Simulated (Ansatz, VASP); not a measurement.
# Two plane-wave programs on BaS

```xyz
2
Lattice="0.0000 3.1938 3.1938 3.1938 0.0000 3.1938 3.1938 3.1938 0.0000" Properties=species:S:1:pos:R:3 pbc="T T T"
Ba    0.0000    0.0000    0.0000
S     3.1938    3.1938    3.1938
```

Alike in both runs: task electric field gradients; functional PBEsol; k mesh 7 × 7 × 7; occupations fermi-dirac, width 0.01 eV; no spin polarisation.

```csv
,VASP,Ansatz
version,VASP 6.6.1,Ansatz 0.2.0
potentials or method,"VASP PAW PBE potentials, release 64 (Ba_sv, S)","PAW with Ansatz's default frozen-core files, scalar-relativistic"
plane-wave cutoff (eV),520,420
valence electrons in the cell,16,16
```

|  | VASP | Ansatz | Ansatz less VASP |
| --- | --- | --- | --- |
| gap on the k mesh at the Fermi level (eV) | 2.04 | 2.14 | +0.097 |
| pressure (GPa) | -0.5 | -1.2 | -0.62 |

VASP's potentials were made for PBE, not for PBEsol.

Spin-orbit coupling is off throughout.
